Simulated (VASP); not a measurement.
# Li (P1) in VASP: further runs

Runs on Li. Level: PBEsol. Tasks: single point.

Program: VASP 6.6.1. These are calculated values, not measurements. Logs are shortened: lines on timing, memory, paths and dates and some standing lists are left out, and cuts for length are marked.

## Step 1: The cell of the first run

The typed cell holds 16 atoms: a = 7.313 Å, b = 7.313 Å, c = 7.313 Å, α = 90.00°, β = 90.00°, γ = 90.00°.

## Step 2: Single point, PBEsol

Input file INCAR:

```
SYSTEM = Li
ALGO = Normal ; EDIFF = 1E-6
ENCUT = 520 ; GGA = PS
ISIF = 2 ; ISMEAR = -1
LASPH = .True. ; LCHARG = .False.
LREAL = Auto ; LWAVE = .False.
NBANDS = 38 ; NELM = 80
PREC = Accurate ; SIGMA = 0.16
```

Input file KPOINTS:

```
k-points
0
Gamma
  2 2 2
  0 0 0
```

Input file POSCAR:

```
Li
1.0
    7.3128730000      0.0000000000      0.0000000000
    0.0000000000      7.3128730000      0.0000000000
    0.0000000000      0.0000000000      7.3128730000
Li
16
Direct
    0.0102148636     -0.0488863953      0.0074526113
    0.5749997299      0.0741842502      0.0632993353
   -0.0599490788      0.6281252252      0.0004239100
    0.1002752270     -0.0404492188      0.4528452771
    0.2111345295      0.1879288756      0.1805036133
    0.5710204457      0.4699657713     -0.0783960011
    0.5417296321      0.0628207272      0.5286431202
    0.7828523755      0.3707298076      0.2441721605
   -0.0031451387      0.5942124251      0.5265782682
    0.2698665764      0.6796781511      0.2465925499
    0.2120917456      0.3857991244      0.8438817411
    0.4921184875      0.5625832693      0.5660976199
    0.7079023525      0.7420886429      0.2528691528
    0.8562845273      0.1863016081      0.8331882695
    0.2647933309      0.8375914637      0.8186385843
    0.6909596269      0.7918228581      0.7903733594
```

Potentials or basis: VASP PAW PBE potentials, release 64 (Li_sv).

Launch:

```
> cat potpaw_PBE.64/Li_sv/POTCAR > POTCAR
> mpirun -np 1 vasp_std > vasp.out
```

OUTCAR:

```text
SYSTEM = Li
   EDIFF = 1E-6
   ENCUT = 520
   GGA = PS
   ISIF = 2
   ISMEAR = -1
   LASPH = .True.
   LREAL = Auto
   NELM = 80
   PREC = Accurate

 ion  position               nearest neighbor table
   1  0.010  0.951  0.007-   3 2.42  14 2.42  15 2.46   5 2.60
   2  0.575  0.074  0.063-
   3  0.940  0.628  0.000-   1 2.42
   4  0.100  0.960  0.453-
   5  0.211  0.188  0.181-   1 2.60
   6  0.571  0.470  0.922-
   7  0.542  0.063  0.529-
   8  0.783  0.371  0.244-
   9  0.997  0.594  0.527-
  10  0.270  0.680  0.247-
  11  0.212  0.386  0.844-
  12  0.492  0.563  0.566-
  13  0.708  0.742  0.253-
  14  0.856  0.186  0.833-   1 2.42
  15  0.265  0.838  0.819-   1 2.46
  16  0.691  0.792  0.790-

  LATTYP: Found a simple cubic cell.
 ALAT       =     7.3128730000

  Lattice vectors:

 A1 = (   7.3128730000,   0.0000000000,   0.0000000000)
 A2 = (   0.0000000000,   7.3128730000,   0.0000000000)
 A3 = (   0.0000000000,   0.0000000000,   7.3128730000)

Analysis of symmetry for initial positions (statically):
=====================================================================
 Subroutine PRICEL returns:
 Original cell was already a primitive cell.

 Routine SETGRP: Setting up the symmetry group for a
 simple cubic supercell.

 Subroutine GETGRP returns: Found  1 space group operations
 (whereof  1 operations were pure point group operations)
 out of a pool of 48 trial point group operations.

The static configuration has the point symmetry C_1 .

Analysis of symmetry for dynamics (positions and initial velocities):
=====================================================================
 Subroutine PRICEL returns:
 Original cell was already a primitive cell.

 Routine SETGRP: Setting up the symmetry group for a
 simple cubic supercell.

 Subroutine GETGRP returns: Found  1 space group operations
 (whereof  1 operations were pure point group operations)
 out of a pool of 48 trial point group operations.

The dynamic configuration has the point symmetry C_1 .

 Subroutine INISYM returns: Found  1 space group operations
 (whereof  1 operations are pure point group operations),
 and found     1 'primitive' translations

----------------------------------------------------------------------------------------

                                     Primitive cell

  volume of cell :     391.0786

  direct lattice vectors                    reciprocal lattice vectors
     7.312873000  0.000000000  0.000000000     0.136745162  0.000000000  0.000000000
     0.000000000  7.312873000  0.000000000     0.000000000  0.136745162  0.000000000
     0.000000000  0.000000000  7.312873000     0.000000000  0.000000000  0.136745162

  length of vectors
     7.312873000  7.312873000  7.312873000     0.136745162  0.136745162  0.136745162

  position of ions in fractional coordinates (direct lattice)
     0.010214864  0.951113605  0.007452611
     0.574999730  0.074184250  0.063299335
     0.940050921  0.628125225  0.000423910
     0.100275227  0.959550781  0.452845277
     0.211134530  0.187928876  0.180503613
     0.571020446  0.469965771  0.921603999
[... 8 lines left out ...]
     0.264793331  0.837591464  0.818638584
     0.690959627  0.791822858  0.790373359

  ion indices of the primitive-cell ions
   primitive index   ion index
                 1           1
                 2           2
                 3           3
                 4           4
                 5           5
                 6           6
[... 8 lines left out ...]
                15          15
                16          16

----------------------------------------------------------------------------------------

 KPOINTS: k-points

Automatic generation of k-mesh.
 Grid dimensions read from file:
 generate k-points for:    2    2    2

 Generating k-lattice:

  Cartesian coordinates                     Fractional coordinates (reciprocal lattice)
     0.068372581  0.000000000  0.000000000     0.500000000  0.000000000  0.000000000
     0.000000000  0.068372581  0.000000000     0.000000000  0.500000000  0.000000000
     0.000000000  0.000000000  0.068372581     0.000000000  0.000000000  0.500000000

  Length of vectors
     0.068372581  0.068372581  0.068372581

  Shift w.r.t. Gamma in fractional coordinates (k-lattice)
     0.000000000  0.000000000  0.000000000

 Subroutine IBZKPT returns following result:
 ===========================================

 Found      8 irreducible k-points:

 Following reciprocal coordinates:
            Coordinates               Weight
  0.000000  0.000000  0.000000      1.000000
  0.500000  0.000000  0.000000      1.000000
  0.000000  0.500000  0.000000      1.000000
  0.000000  0.000000  0.500000      1.000000
  0.500000  0.500000  0.000000      1.000000
  0.000000  0.500000  0.500000      1.000000
  0.500000  0.000000  0.500000      1.000000
  0.500000  0.500000  0.500000      1.000000
   k-points           NKPTS =      8   k-points in BZ     NKDIM =      8   number of bands    NBANDS=     38
   number of dos      NEDOS =    301   number of ions     NIONS =     16
   total plane-waves  NPLWV = 157464
   dimension x,y,z NGX =    54 NGY =   54 NGZ =   54
   dimension x,y,z NGXF=   108 NGYF=  108 NGZF=  108
   ions per type =              16
   NGX,Y,Z   is equivalent  to a cutoff of  12.28, 12.28, 12.28 a.u.
   NGXF,Y,Z  is equivalent  to a cutoff of  24.55, 24.55, 24.55 a.u.
 SYSTEM =  Li
   PREC   = accura    normal or accurate (medium, high low for compatibility)
   ISTART =      0    job   : 0-new  1-cont  2-samecut
   ICHARG =      2    charge: 1-file 2-atom 10-const
   ISPIN  =      1    spin polarized calculation?
   LNONCOLLINEAR =      F non collinear calculations
   LSORBIT =      F    spin-orbit coupling
   LASPH  =      T    aspherical Exc in radial PAW
   ENCUT  =  520.0 eV  38.22 Ry    6.18 a.u.  13.60 13.60 13.60*2*pi/ulx,y,z
   NELM   =     80;   NELMIN=  2; NELMDL= -5     # of ELM steps
   EDIFF  = 0.1E-05   stopping-criterion for ELM
   LREAL  =      T    real-space projection
   EDIFFG = 0.1E-04   stopping-criterion for IOM
   NSW    =      0    number of steps for IOM
   IBRION =     -1    ionic relax: 0-MD 1-quasi-New 2-CG
   NFREE  =      0    steps in history (QN), initial steepest desc. (CG)
   ISIF   =      2    stress and relaxation
   ISYM   =      2    0-nonsym 1-usesym 2-fastsym
   POTIM  = 0.5000    time-step for ionic-motion
   TEBEG  =    0.0;   TEEND  =   0.0 temperature during run
   PSTRESS=    0.0 pullay stress
   NELECT =      48.0000    total number of electrons
   NUPDOWN=      -1.0000    fix difference up-down
   EMIN   =  10.00;   EMAX   =-10.00  energy-range for DOS
   EFERMI =   0.00;   METHOD = LEGACY
   ISMEAR =    -1;   SIGMA  =   0.16  broadening in eV -4-tet -1-fermi 0-gaus
   EFERMI_NEDOS =   21; number of points for ismear=-14 and -15
   IALGO  =     38    algorithm
   IMIX   =      4    mixing-type and parameters
     AMIX     =   0.40;   BMIX     =  1.00
     AMIX_MAG =   1.60;   BMIX_MAG =  1.00
  volume/ion in A,a.u.               =      24.44       164.95
  Fermi-wavevector in a.u.,A,eV,Ry     =   0.813581  1.537444  9.005877  0.661913
  Thomas-Fermi vector in A             =   1.923332
   LORBIT       =      0    0 simple, 1 ext, 2 COOP (PROOUT), +10 PAW based schemes
   GGA     = PS    functional components
   LHFCALC =     F    Hartree Fock is set to
   AEXX    =    0.0000 exact exchange contribution
   IVDW    =     0    specifies the selected vdW correction
   LEPSILON=     F    determine dielectric tensor
   LRPA    =     F    only Hartree local field effects (RPA)
 non-spin polarized calculation
  energy-cutoff  :      520.00
  volume of cell :      391.08
 maximum number of plane-waves:     10568
   NGX = 27   NGY = 27   NGZ = 27

 number of electron      47.9999993 magnetization

 Free energy of the ion-electron system (eV)
  ---------------------------------------------------
  ext. energy  EPLUGINS =         0.00000000
  ---------------------------------------------------
  free energy    TOTEN  =       -29.08428621 eV

  energy without entropy =      -28.35957588  energy(sigma->0) =      -28.72193105

 E-fermi :  -0.0256     XC(G=0):  -6.5296

 val. band max:       -0.0674681388   @ k =   0.0000   0.5000   0.5000
 cond. band min:      -0.0043815254   @ k =   0.5000   0.0000   0.5000
 fundamental gap:      0.0630866134
 Fermi energy:        -0.0255870968

 k-point     1 :       0.0000    0.0000    0.0000
  band No.  band energies     occupation
      1     -46.6535      2.00000
      2     -46.5576      2.00000
      3     -46.4353      2.00000
      4     -46.3232      2.00000
      5     -46.3187      2.00000
      6     -46.2785      2.00000
[... 28 lines left out ...]
     35       2.5983      0.00000
     36       2.9572      0.00000

 k-point     2 :       0.5000    0.0000    0.0000
  band No.  band energies     occupation
      1     -46.6536      2.00000
      2     -46.5576      2.00000
      3     -46.4354      2.00000
      4     -46.3232      2.00000
      5     -46.3187      2.00000
      6     -46.2786      2.00000
[... 28 lines left out ...]
     35       2.6964      0.00000
     36       3.0444      0.00000

 k-point     3 :       0.0000    0.5000    0.0000
  band No.  band energies     occupation
      1     -46.6536      2.00000
      2     -46.5576      2.00000
      3     -46.4354      2.00000
      4     -46.3232      2.00000
      5     -46.3187      2.00000
      6     -46.2786      2.00000
[... 28 lines left out ...]
     35       2.8730      0.00000
     36       2.9440      0.00000
[... 118 lines left out ...]
 k-point     7 :       0.5000    0.0000    0.5000
  band No.  band energies     occupation
      1     -46.6536      2.00000
      2     -46.5576      2.00000
      3     -46.4354      2.00000
      4     -46.3232      2.00000
      5     -46.3187      2.00000
      6     -46.2786      2.00000
[... 28 lines left out ...]
     35       3.2624      0.00000
     36       3.5394      0.00000

 k-point     8 :       0.5000    0.5000    0.5000
  band No.  band energies     occupation
      1     -46.6536      2.00000
      2     -46.5576      2.00000
      3     -46.4354      2.00000
      4     -46.3232      2.00000
      5     -46.3187      2.00000
      6     -46.2786      2.00000
[... 28 lines left out ...]
     35       2.7441      0.00000
     36       2.9322      0.00000
 [bands above 36 left out]

------------------------ aborting loop because EDIFF is reached ----------------------------------------

  FORCE on cell =-STRESS in cart. coord.  units (eV):
  Direction    XX          YY          ZZ          XY          YZ          ZX
  --------------------------------------------------------------------------------------
  -------------------------------------------------------------------------------------
  Total       -1.7621746     -1.0620722     -2.0015409      0.5055229     -1.8098581      0.1489851
  in kB       -7.2193055     -4.3511145     -8.1999454      2.0710345     -7.4146563      0.6103645
  external PRESSURE =      -6.5901218 kB  Pullay stress =       0.0000000 kB

 VOLUME and BASIS-vectors are now :
 -----------------------------------------------------------------------------
  energy-cutoff  :      520.00
  volume of cell :      391.08
      direct lattice vectors                 reciprocal lattice vectors
     7.312873000  0.000000000  0.000000000     0.136745162  0.000000000  0.000000000
     0.000000000  7.312873000  0.000000000     0.000000000  0.136745162  0.000000000
     0.000000000  0.000000000  7.312873000     0.000000000  0.000000000  0.136745162

 POSITION                                       TOTAL-FORCE (eV/Angst)
 -----------------------------------------------------------------------------------
      0.07470      6.95537      0.05450        -0.283120      0.123404      0.577867
      4.20490      0.54250      0.46290        -0.234046     -0.232114     -0.033223
      6.87447      4.59340      0.00310         0.261049     -0.684791     -0.114497
      0.73330      7.01707      3.31160        -0.333279      0.106784      0.287107
      1.54400      1.37430      1.32000         0.201042      0.520773      0.108893
      4.17580      3.43680      6.73957        -0.015807     -0.075679      0.392141
[... 8 lines left out ...]
      1.93640      6.12520      5.98660         0.479942     -0.165982     -0.204299
      5.05290      5.79050      5.77990         0.195461      0.280792     -0.138999
 -----------------------------------------------------------------------------------
    total drift:                                0.000282      0.004496      0.005132

  FREE ENERGIE OF THE ION-ELECTRON SYSTEM (eV)
  ---------------------------------------------------
  free  energy   TOTEN  =       -29.0842862129 eV

  energy  without entropy=      -28.3595758826  energy(sigma->0) =      -28.72193105
```

It took 1.9 min on 1 thread of Intel Xeon Platinum 8488C (Sapphire Rapids), shared host; peak memory 0.37 GiB.

What came out:

```
Free energy            : -29.0843 eV
Largest force          : 0.742 eV/Å
Band gap on the k mesh : zero (bands 24 and 25 overlap by 0.70 eV)
```

Forces on the atoms (eV/Å):
```
Li  -0.283  0.123  0.578
Li  -0.234 -0.232 -0.033
Li   0.261 -0.685 -0.114
Li  -0.333  0.107  0.287
Li   0.201  0.521  0.109
Li  -0.016 -0.076  0.392
Li  -0.097  0.107 -0.022
Li   0.155 -0.387  0.136
Li  -0.171 -0.169  0.316
Li   0.214 -0.028 -0.423
Li  -0.051 -0.137 -0.188
Li  -0.102 -0.164 -0.335
Li  -0.118  0.422  0.135
Li  -0.102  0.483 -0.495
Li   0.480 -0.166 -0.204
Li   0.195  0.281 -0.139
```

Caveat: the k points lie up to 0.43 Å⁻¹ apart, too coarse for converged energies and pressures of a metal; the cutoff is under 1.25 times the usual one of these potentials, so pressure, stress and relaxed cells hold a basis-set (Pulay) error; the PAW data sets were made with another functional, which shifts forces and pressure a little.

## Step 3: Single point, PBEsol

Input file INCAR:

```
SYSTEM = Li
  PREC = Accurate
  ENCUT = 520
  EDIFF = 1E-6
  ISMEAR = -1
  SIGMA = 0.16
  LREAL = Auto
  LASPH = .True.
  NELM = 80
  ALGO = Normal
  ISIF = 2
  LWAVE = .False.
  LCHARG = .False.
  GGA = PS
  NBANDS = 38
```

Input file KPOINTS:

```
regular mesh
0
Gamma
  2 2 2
  0 0 0
```

Input file POSCAR:

```
Li
1.0
    7.3128730000      0.0000000000      0.0000000000
    0.0000000000      7.3128730000      0.0000000000
    0.0000000000      0.0000000000      7.3128730000
Li
16
Direct
   -0.1316445671      0.0383433433      0.1421055719
    0.5302430385      0.1298668800      0.0218108533
    0.0214553159      0.7485430145     -0.0278276404
    0.1342153761      0.0349657378      0.4102354847
    0.1759499994      0.3797549882      0.0955575189
    0.5014992056      0.4342069116      0.0313556656
    0.5345368366      0.2077022259      0.5598757151
    0.8113774162      0.3506966414      0.2455259376
   -0.0243816623      0.5778850528      0.6095825813
    0.3518999988      0.4656993223      0.3293370471
    0.2054459308      0.3823804953      0.6884982140
    0.5651267293      0.5779944490      0.6414442039
    0.6519052088      0.7798986800      0.3534041956
    0.8392460802      0.0761670550      0.8248878382
    0.2023965137      1.0719453216      0.8839343990
    0.6897425950      0.7963627975      0.8134832917
```

Potentials or basis: VASP PAW PBE potentials, release 64 (Li_sv).

Launch:

```
> cat potpaw_PBE.64/Li_sv/POTCAR > POTCAR
> mpirun -np 1 vasp_std > vasp.out
```

It took 1.9 min on 1 thread of Intel Xeon Platinum 8488C (Sapphire Rapids), shared host; peak memory 0.37 GiB.

It converged, with:

```
Free energy            : -26.5292 eV
Largest force          : 1.487 eV/Å
Band gap on the k mesh : zero (bands 24 and 25 overlap by 0.41 eV)
```

Forces in eV/Å, atoms in the order of the input:
```
Li   0.142 -0.337  0.416
Li  -0.223 -0.772  0.281
Li   0.279 -0.514  0.256
Li   0.187  0.021  0.150
Li  -1.148 -0.425 -0.511
Li   0.731  0.970 -0.837
Li   0.188 -0.378 -0.063
Li  -0.063  0.639  0.385
Li  -0.598  0.513 -0.471
Li   0.138  0.303  0.958
Li   0.523 -0.385  0.352
Li  -0.518 -0.760 -0.140
Li   0.063  0.167 -0.325
Li   0.305  1.082 -0.973
Li   0.215 -0.327 -0.110
Li  -0.223  0.203  0.630
```

Levels at points of the mesh, in eV from the Fermi level:
```csv
k point,band 20,band 21,band 22,band 23,band 24,band 25,band 26,band 27,band 28,band 29
"(0.00, 0.00, 0.00)",-1.02,-0.94,-0.73,-0.64,0.22,0.38,0.69,0.88,1.08,1.11
"(0.50, 0.00, 0.00)",-0.67,-0.61,-0.55,-0.40,-0.27,-0.19,-0.09,0.98,1.05,1.16
"(0.00, 0.50, 0.00)",-0.76,-0.69,-0.50,-0.44,-0.31,-0.18,0.01,0.85,1.06,1.25
"(0.00, 0.00, 0.50)",-0.66,-0.63,-0.52,-0.40,-0.30,-0.09,0.14,1.15,1.22,1.25
"(0.50, 0.50, 0.00)",-1.70,-0.44,-0.40,-0.05,-0.02,0.12,0.25,0.57,0.82,1.09
"(0.00, 0.50, 0.50)",-1.78,-0.43,-0.38,-0.16,0.02,0.20,0.40,0.46,0.66,1.29
"(0.50, 0.00, 0.50)",-1.91,-0.28,-0.12,0.05,0.08,0.12,0.18,0.27,0.66,1.39
"(0.50, 0.50, 0.50)",-1.55,-1.44,-1.33,-1.23,-0.98,1.09,1.31,1.54,1.74,1.89
```

Caveat: the k points lie up to 0.43 Å⁻¹ apart; the cutoff is under 1.25 times the usual one of these potentials, so pressure, stress and relaxed cells hold a basis-set (Pulay) error; the PAW data sets were made with another functional, which shifts forces and pressure a little.

(Continued in part 2 of 2.)

The gap in the log of VASP goes by the Fermi energy; the results here count the filled bands.